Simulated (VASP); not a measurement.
A run of VASP 6.6.1:

The input INCAR:

```
SYSTEM = Ta2N
PREC     = Accurate       ! precision mode
ENCUT    = 520            ! plane-wave cutoff, eV
EDIFF    = 1E-6           ! SCF threshold, eV
ISMEAR   = 1              ! smearing method
SIGMA    = 0.1            ! smearing width, eV
LREAL    = .False.        ! projectors in reciprocal space
LASPH    = .True.         ! aspherical terms in the spheres
NELM     = 80             ! most SCF steps
ALGO     = Normal         ! electronic algorithm
ISIF     = 2              ! what is computed and relaxed
LWAVE    = .False.        ! write WAVECAR
LCHARG   = .False.        ! write CHGCAR
GGA      = PE             ! functional
NBANDS   = 20             ! bands
```

The input KPOINTS:

```
regular mesh
0
Gamma
  12 12 7
  0 0 0
```

POSCAR

```
Ta2N
1.0
    3.1128620000      0.0000000000      0.0000000000
   -1.5564310000      2.6958170000      0.0000000000
    0.0000000000      0.0000000000      4.8698410000
Ta N
2 1
Direct
    0.6666666667      0.3333333333      0.7452890000
    0.3333333333      0.6666666667      0.2547110000
   -0.0321247778      0.0000000000      0.0000000000
```

Potentials or basis: VASP PAW PBE potentials, release 64 (Ta_pv, N).

Run with:

```sh
$ cat potpaw_PBE.64/Ta_pv/POTCAR potpaw_PBE.64/N/POTCAR > POTCAR
$ mpirun -np 1 vasp_std > vasp.out
```

Hardware: 1 thread of AMD EPYC 9R45 96-Core Processor (Zen 5) (shared host).

How long does it take, and how much memory?

It took 99 s on 1 thread of AMD EPYC 9R45 96-Core Processor (Zen 5), on a shared host, peak memory 0.28 GiB. Counts: scf iterations 14, k points 277.
